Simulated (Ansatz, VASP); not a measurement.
**Two plane-wave programs on La2O3**

```
La O
1.0
     3.93510    0.00000    0.00000
    -1.96755    3.40790    0.00000
     0.00000    0.00000    6.12624
La O
2 3
Direct
  0.66667 0.33333 0.75384
  0.33333 0.66667 0.24616
  0.66667 0.33333 0.35389
  0.33333 0.66667 0.64611
  0.00000 0.00000 0.00000
```

Alike in both runs: functional r2SCAN; k mesh 9 × 9 × 4; occupations gaussian, width 0.02 eV; no spin polarisation.

Ansatz relaxed the structure, and its values are those at the end. VASP's run is a single point on that final structure, the one shown.

|  | VASP | Ansatz |
| --- | --- | --- |
| version | VASP 6.6.1 | Ansatz 0.2.0 |
| potentials or method | VASP PAW PBE potentials, release 64 (La, O), cutoff 520 eV | scalar-relativistic, plane waves, PAW |
| valence electrons in the cell | 40 | 40 |

Ansatz gave:

* gap on the k mesh at the Fermi level (eV): 4.24
* least direct gap on the mesh (eV): 4.35
* pressure (GPa): 0.0
* rms of the force components (eV/Å): 0.001

Task: Estimate VASP's values.

Result: gap on the k mesh at the Fermi level (eV): 4.25; least direct gap on the mesh (eV): 4.36; pressure (GPa): -0.4; rms of the force components (eV/Å): 0.008.

VASP's potentials were made for PBE, not for r2SCAN.

Neither program's run includes spin-orbit coupling.
